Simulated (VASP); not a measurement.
# Al (P6_3/mmc) in VASP: further runs, part 2 of 2

VASP 6.6.1. Earlier steps stand in the parts before.

## 4. Relaxation of cell and atoms, PBEsol, target pressure 40 GPa, at which the enthalpy is minimised

This run uses another cell than the first one, of 12.66 Å³/atom.

File INCAR:

```
SYSTEM = Al
ALGO = Normal ; EDIFF = 1E-7
EDIFFG = -0.008 ; ENCUT = 600
GGA = PS ; IBRION = 2
ISIF = 3 ; ISMEAR = 0
LASPH = .True. ; LCHARG = .False.
LREAL = .False. ; LWAVE = .False.
NELM = 80 ; NSW = 70
PREC = Accurate ; PSTRESS = 400.0
SIGMA = 0.1
```

File KPOINTS:

```
k-points
0
Gamma
  18 18 6
  0 0 0
```

File POSCAR:

```
Al
1.0
    2.6115461038      0.0000000000      0.0000000000
   -1.3057730519      2.2616652690      0.0000000000
    0.0000000000      0.0000000000      8.5720778272
Al
4
Direct
    0.0000000000      0.0000000000      0.0000000000
    0.3333333333      0.6666666667      0.2500000000
    0.0000000000      0.0000000000      0.5000000000
    0.6666666667      0.3333333333      0.7500000000
```

Potentials or basis: VASP PAW PBE potentials, release 64 (Al).

The run is started by

```
$ cat potpaw_PBE.64/Al/POTCAR > POTCAR
$ mpirun -np 1 vasp_std > vasp.out
```

OUTCAR:

```text
SYSTEM = Al
   EDIFF = 1E-7
   EDIFFG = -0.008
   ENCUT = 600
   GGA = PS
   IBRION = 2
   ISIF = 3
   ISMEAR = 0
   LASPH = .True.
   LREAL = .False.
   NELM = 80
   NSW = 70
   PREC = Accurate
   PSTRESS = 400.0

 ion  position               nearest neighbor table
   1  0.000  0.000  0.000-   2 2.62   4 2.62   2 2.62   4 2.62   4 2.62   2 2.62
   2  0.333  0.667  0.250-   1 2.62   3 2.62   1 2.62   3 2.62   1 2.62   3 2.62
   3  0.000  0.000  0.500-   2 2.62   4 2.62   2 2.62   4 2.62   4 2.62   2 2.62
   4  0.667  0.333  0.750-   1 2.62   3 2.62   1 2.62   3 2.62   1 2.62   3 2.62

  LATTYP: Found a hexagonal cell.
 ALAT       =     2.6115461038
 C/A-ratio  =     3.2823766024

  Lattice vectors:

 A1 = (   2.6115461038,   0.0000000000,   0.0000000000)
 A2 = (  -1.3057730519,   2.2616652690,   0.0000000000)
 A3 = (   0.0000000000,   0.0000000000,   8.5720778272)

Analysis of symmetry for initial positions (statically):
=====================================================================
 Subroutine PRICEL returns:
 Original cell was already a primitive cell.

 Routine SETGRP: Setting up the symmetry group for a
 hexagonal supercell.

 Subroutine GETGRP returns: Found 24 space group operations
 (whereof 12 operations were pure point group operations)
 out of a pool of 24 trial point group operations.

The static configuration has the point symmetry D_3d.
 The point group associated with its full space group is D_6h.

Analysis of symmetry for dynamics (positions and initial velocities):
=====================================================================
 Subroutine PRICEL returns:
 Original cell was already a primitive cell.

 Routine SETGRP: Setting up the symmetry group for a
 hexagonal supercell.

 Subroutine GETGRP returns: Found 24 space group operations
 (whereof 12 operations were pure point group operations)
 out of a pool of 24 trial point group operations.

The dynamic configuration has the point symmetry D_3d.
 The point group associated with its full space group is D_6h.

 Subroutine INISYM returns: Found 24 space group operations
 (whereof 12 operations are pure point group operations),
 and found     1 'primitive' translations

----------------------------------------------------------------------------------------

                                     Primitive cell

  volume of cell :      50.6305

  direct lattice vectors                    reciprocal lattice vectors
     2.611546104  0.000000000  0.000000000     0.382914932  0.221076039  0.000000000
    -1.305773052  2.261665269  0.000000000     0.000000000  0.442152079  0.000000000
     0.000000000  0.000000000  8.572077827     0.000000000  0.000000000  0.116657830

  length of vectors
     2.611546104  2.611546104  8.572077827     0.442152079  0.442152079  0.116657830

  position of ions in fractional coordinates (direct lattice)
     0.000000000  0.000000000  0.000000000
     0.333333333  0.666666667  0.250000000
     0.000000000  0.000000000  0.500000000
     0.666666667  0.333333333  0.750000000

  ion indices of the primitive-cell ions
   primitive index   ion index
                 1           1
                 2           2
                 3           3
                 4           4

----------------------------------------------------------------------------------------

 KPOINTS: k-points

Automatic generation of k-mesh.
[... 58 lines left out ...]
   ISTART =      0    job   : 0-new  1-cont  2-samecut
   ICHARG =      2    charge: 1-file 2-atom 10-const
   ISPIN  =      1    spin polarized calculation?
   LNONCOLLINEAR =      F non collinear calculations
   LSORBIT =      F    spin-orbit coupling
   LASPH  =      T    aspherical Exc in radial PAW
   ENCUT  =  600.0 eV  44.10 Ry    6.64 a.u.   5.22  5.22 17.12*2*pi/ulx,y,z
   NELM   =     80;   NELMIN=  2; NELMDL= -5     # of ELM steps
   EDIFF  = 0.1E-06   stopping-criterion for ELM
   LREAL  =      F    real-space projection
   EDIFFG = -.8E-02   stopping-criterion for IOM
   NSW    =     70    number of steps for IOM
   IBRION =      2    ionic relax: 0-MD 1-quasi-New 2-CG
   NFREE  =      1    steps in history (QN), initial steepest desc. (CG)
   ISIF   =      3    stress and relaxation
   ISYM   =      2    0-nonsym 1-usesym 2-fastsym
   POTIM  = 0.5000    time-step for ionic-motion
   TEBEG  =    0.0;   TEEND  =   0.0 temperature during run
   PSTRESS=  400.0 pullay stress
   NELECT =      12.0000    total number of electrons
   NUPDOWN=      -1.0000    fix difference up-down
   EMIN   =  10.00;   EMAX   =-10.00  energy-range for DOS
   EFERMI =   0.00;   METHOD = LEGACY
   ISMEAR =     0;   SIGMA  =   0.10  broadening in eV -4-tet -1-fermi 0-gaus
   EFERMI_NEDOS =   21; number of points for ismear=-14 and -15
   IALGO  =     38    algorithm
   IMIX   =      4    mixing-type and parameters
     AMIX     =   0.40;   BMIX     =  1.00
     AMIX_MAG =   1.60;   BMIX_MAG =  1.00
  volume/ion in A,a.u.               =      12.66        85.42
  Fermi-wavevector in a.u.,A,eV,Ry     =   1.013129  1.914535 13.965419  1.026429
  Thomas-Fermi vector in A             =   2.146279
   LORBIT       =      0    0 simple, 1 ext, 2 COOP (PROOUT), +10 PAW based schemes
   GGA     = PS    functional components
   LHFCALC =     F    Hartree Fock is set to
   AEXX    =    0.0000 exact exchange contribution
   IVDW    =     0    specifies the selected vdW correction
   LEPSILON=     F    determine dielectric tensor
   LRPA    =     F    only Hartree local field effects (RPA)
 conjugate gradient relaxation of ions
 non-spin polarized calculation
 Gauss-broadening in eV      SIGMA  =   0.10
  energy-cutoff  :      600.00
  volume of cell :       50.63
 maximum number of plane-waves:      1708
 NGX is ok and might be reduce to    24
   NGX = 11   NGY = 11   NGZ = 35

--------------------------------------- Ionic step        1  -------------------------------------------

 number of electron      12.0000000 magnetization

 Free energy of the ion-electron system (eV)
  ---------------------------------------------------
  ext. energy  EPLUGINS =         0.00000000
  ---------------------------------------------------
  free energy    TOTEN  =       -15.05993579 eV

  energy without entropy =      -15.05380078  energy(sigma->0) =      -15.05686829

------------------------ aborting loop because EDIFF is reached ----------------------------------------

  FORCE on cell =-STRESS in cart. coord.  units (eV):
  Direction    XX          YY          ZZ          XY          YZ          ZX
  --------------------------------------------------------------------------------------
  -------------------------------------------------------------------------------------
  Total       11.1047212     11.1047212     11.0455684      0.0000000      0.0000000      0.0000000
  in kB      351.4035212    351.4035212    349.5316595      0.0000000      0.0000000      0.0000000
  external PRESSURE =     -49.2204327 kB  Pullay stress =     400.0000000 kB
[... 227 lines left out ...]
--------------------------------------- Ionic step        7  -------------------------------------------

 number of electron      12.0000000 magnetization

 Free energy of the ion-electron system (eV)
  ---------------------------------------------------
  ext. energy  EPLUGINS =         0.00000000
  ---------------------------------------------------
  free energy    TOTEN  =       -14.79970665 eV

  energy without entropy =      -14.79343652  energy(sigma->0) =      -14.79657159

 E-fermi :  11.2281     XC(G=0): -11.3554

 val. band max:       11.2254551431   @ k =   0.2222   0.2222   0.0000
 cond. band min:      11.2535941556   @ k =   0.3889   0.1111   0.5000
 fundamental gap:      0.0281390125
 Fermi energy:        11.2280952787

 k-point     1 :       0.0000    0.0000    0.0000
  band No.  band energies     occupation
      1      -1.9726      2.00000
      2       0.0498      2.00000
      3       0.0512      2.00000
      4       5.4752      2.00000
      5       6.4243      2.00000
      6      15.2387      0.00000
      7      15.2569      0.00000
      8      24.0112      0.00000
      9      24.0112      0.00000
     10      24.2619      0.00000
[... 287 lines left out ...]
 k-point    24 :       0.3889    0.1111    0.0000
  band No.  band energies     occupation
      1       3.8991      2.00000
      2       5.7337      2.00000
      3       5.7598      2.00000
      4       6.9331      2.00000
      5       8.9148      2.00000
      6       8.9808      2.00000
      7      10.9842      1.99944
      8      12.0834      0.00000
      9      13.8984      0.00000
     10      13.9286      0.00000

 [... further k-points ...]

------------------------ aborting loop because EDIFF is reached ----------------------------------------

  FORCE on cell =-STRESS in cart. coord.  units (eV):
  Direction    XX          YY          ZZ          XY          YZ          ZX
  --------------------------------------------------------------------------------------
  -------------------------------------------------------------------------------------
  Total       12.3683994     12.3683994     12.3728861      0.0000000      0.0000000      0.0000000
  in kB      400.1792237    400.1792237    400.3243918      0.0000000      0.0000000      0.0000000
  external PRESSURE =       0.2276130 kB  Pullay stress =     400.0000000 kB
[... 23 lines left out ...]
  energy  without entropy=      -14.7934365233  energy(sigma->0) =      -14.79657159

  enthalpy is  TOTEN    =        -2.4368465428 eV   P V=       12.3628601074

 reached required accuracy - stopping structural energy minimisation
```

OSZICAR:

```text
N       E                     dE             d eps       ncg     rms          rms(c)
DAV:   1     0.137807372864E+02    0.13781E+02   -0.50037E+03  2968   0.107E+03
DAV:   2    -0.141720528003E+02   -0.27953E+02   -0.26602E+02  4010   0.119E+02
DAV:   3    -0.152017785252E+02   -0.10297E+01   -0.93304E+00  4122   0.188E+01
DAV:   4    -0.152212744546E+02   -0.19496E-01   -0.19376E-01  3726   0.193E+00
[... 41 lines left out ...]
   6 F= -.24368416E+01 E0= -.24337433E+01  d E =-.161712E-04
       N       E                     dE             d eps       ncg     rms          rms(c)
DAV:   1    -0.147997070557E+02    0.41822E-02   -0.11089E-04  3542   0.647E-02    0.641E-03
DAV:   2    -0.147997066924E+02    0.36332E-06   -0.83305E-07  3404   0.700E-03    0.316E-03
DAV:   3    -0.147997066502E+02    0.42211E-07   -0.30181E-07  3048   0.314E-03
   7 F= -.24368465E+01 E0= -.24337115E+01  d E =-.495375E-05
```

CONTCAR:

```text
Al
   1.00000000000000
     2.5933936493819911    0.0000000000000000   -0.0000000000000000
    -1.2966968246909956    2.2459447822990457    0.0000000000000000
     0.0000000000000000   -0.0000000000000000    8.5016266377710075
  Al
     4
Direct
     0.0000000000000000    0.0000000000000000    0.0000000000000000
     0.3333333332999970    0.6666666667000030    0.2500000000000000
     0.0000000000000000    0.0000000000000000    0.5000000000000000
     0.6666666667000030    0.3333333332999970    0.7500000000000000

  0.00000000E+00  0.00000000E+00  0.00000000E+00
  0.00000000E+00  0.00000000E+00  0.00000000E+00
  0.00000000E+00  0.00000000E+00  0.00000000E+00
  0.00000000E+00  0.00000000E+00  0.00000000E+00
```

Wall time 4.2 min (1 thread of Intel Xeon 8259CL, shared host); peak memory 0.24 GiB.

What came out:

```
Free energy                                                : -14.7997 eV
Relaxed volume                                             : 12.38 Å³/atom
Relaxed cell                                               : a = 2.593 Å, b = 2.593 Å, c = 8.502 Å, α = 90.00°, β = 90.00°, γ = 120.00°
Space group after relaxing (to 0.1 Å)                      : P6_3/mmc (No. 194)
Energy change on relaxing (the run minimises the enthalpy) : +65.1 meV/atom
Ionic steps                                                : 7
Pressure after relaxing                                    : 40.0 GPa
Band gap on the k mesh                                     : zero (bands 6 and 7 overlap by 6.10 eV)
```

The path:
```tsv
step	energy change (eV)	largest force (eV/Å)	pressure (GPa)	volume (Å³)
1	0.0000	0.0000	35.08	50.63
2	0.7244	0.0000	48.49	47.83
3	0.2567	0.0000	39.96	49.53
4	0.2622	0.0000	40.06	49.51
5	0.2546	0.0000	39.92	49.54
6	0.2560	0.0000	39.95	49.54
7	0.2602	0.0000	40.02	49.52
```

Final structure:
```
Al
1.0
     2.59339    0.00000    0.00000
    -1.29670    2.24594    0.00000
     0.00000    0.00000    8.50163
Al
4
Direct
  0.00000 0.00000 0.00000
  0.33333 0.66667 0.25000
  0.00000 0.00000 0.50000
  0.66667 0.33333 0.75000
```

Levels at points of the mesh, in eV from the Fermi level:
```tsv
k point	band 4	band 5	band 6	band 7	band 8	band 9
(0.00, 0.00, 0.00)	-5.75	-4.80	4.01	4.03	12.78	12.78
(0.50, 0.00, 0.00)	-4.67	-3.67	-3.56	0.78	1.01	1.97
(0.00, 0.00, 0.50)	-8.71	-1.00	-1.00	9.65	9.65	12.99
(0.50, 0.00, 0.50)	-5.53	-2.10	-2.10	-1.36	-1.36	5.06
```

Caveat: the cell is relaxed towards a set pressure, so the run minimises the enthalpy, not the energy; the PAW data sets were made with another functional, which shifts forces and pressure a little.

## 5. Relaxation of cell and atoms, PBEsol, target pressure 20 GPa, at which the enthalpy is minimised

This run uses another cell than the first one, of 13.64 Å³/atom.

File INCAR:

```
PREC = Accurate ; ENCUT = 600
EDIFF = 1E-7 ; ISMEAR = 0
SIGMA = 0.1 ; LREAL = False
LASPH = True ; NELM = 80
ALGO = Fast ; ISIF = 3
LWAVE = False ; LCHARG = False
GGA = PS ; IBRION = 2
NSW = 70 ; EDIFFG = -0.008
PSTRESS = 200.0
```

File KPOINTS:

```
regular mesh
0
Gamma
  18 18 6
```

File POSCAR:

```
Al
1.0
    2.6778848410      0.0000000000      0.0000000000
   -1.3389424205      2.3191163007      0.0000000000
    0.0000000000      0.0000000000      8.7868302229
Al
4
Direct
    0.0000000000      0.0000000000      0.0000000000
    0.3333333333      0.6666666667      0.2500000000
    0.0000000000      0.0000000000      0.5000000000
    0.6666666667      0.3333333333      0.7500000000
```

The run is started by

```
$ cat potpaw_PBE.64/Al/POTCAR > POTCAR
$ mpirun -np 1 vasp_std > vasp.out
```

Run time: 3.7 min. Hardware: 1 thread of Intel Xeon 8259CL, shared host; peak memory 0.25 GiB.

The run converged. Its results:

```yaml
Free_energy: -15.7775 eV
Relaxed_volume: 13.72 Å³/atom
Relaxed_cell: a = 2.683 Å, b = 2.683 Å, c = 8.804 Å, α = 90.00°, β = 90.00°, γ = 120.00°
Space_group_after_relaxing_to_0.1_Å: P6_3/mmc (No. 194)
Energy_change_on_relaxing_the_run_minimises_the_enthalpy: -9.8 meV/atom
Ionic_steps: 3
Pressure_after_relaxing: 20.0 GPa
Band_gap_on_the_k_mesh: zero (bands 6 and 7 overlap by 5.85 eV)
```

The path:
```tsv
step	energy change (eV)	largest force (eV/Å)	pressure (GPa)	volume (Å³)
1	0.0000	0.0000	20.92	54.57
2	-0.0772	0.0000	19.10	55.19
3	-0.0391	0.0000	20.00	54.88
```

Final structure:
```
CELL_PARAMETERS angstrom
2.68275 0.00000 0.00000
-1.34137 2.32333 0.00000
0.00000 0.00000 8.80413
ATOMIC_POSITIONS crystal
Al 0.00000 0.00000 0.00000
Al 0.33333 0.66667 0.25000
Al 0.00000 0.00000 0.50000
Al 0.66667 0.33333 0.75000
```

Levels at points of the mesh, in eV from the Fermi level:
```
           k point  band 4  band 5  band 6  band 7  band 8  band 9
(0.00, 0.00, 0.00)   -5.35   -4.68    3.74    3.76   12.14   12.17
(0.50, 0.00, 0.00)   -4.40   -3.50   -3.47    0.79    1.11    1.70
(0.00, 0.00, 0.50)   -8.22   -0.99   -0.99    9.09    9.09   12.37
(0.50, 0.00, 0.50)   -5.27   -2.02   -2.02   -1.29   -1.29    4.94
```

Caveat: the cell is relaxed towards a set pressure, so the run minimises the enthalpy, not the energy; the PAW data sets were made with another functional, which shifts forces and pressure a little.

## 6. The runs side by side

| cell | gap on the mesh (eV) | pressure (GPa) |
| --- | --- | --- |
| relaxed to 2 GPa from a = 2.818, b = 2.818, c = 9.263 Å, angles 90.0, 90.0, 120.0°, 4 atoms | none | 2.0 |
| relaxed to -2 GPa from a = 2.855, b = 2.855, c = 9.382 Å, angles 90.0, 90.0, 120.0°, 4 atoms | none | -2.1 |
| relaxed to 40 GPa from a = 2.612, b = 2.612, c = 8.572 Å, angles 90.0, 90.0, 120.0°, 4 atoms | none | 40.0 |
| relaxed to 20 GPa from a = 2.678, b = 2.678, c = 8.787 Å, angles 90.0, 90.0, 120.0°, 4 atoms | none | 20.0 |

Alike in all rows: task relaxation of cell and atoms; level PBEsol; potentials or basis VASP PAW PBE potentials, release 64 (Al); no spin polarisation; k mesh 18 × 18 × 6; cutoff (eV) 600; smearing gaussian 0.1 eV.

Caveats: the cell is relaxed towards a set pressure, so the run minimises the enthalpy, not the energy; the PAW data sets were made with another functional, which shifts forces and pressure a little.

Total energies depend on the potentials used, so only differences within one code and one set of settings carry meaning.

The gap in the log of VASP goes by the Fermi energy; the results here count the filled bands.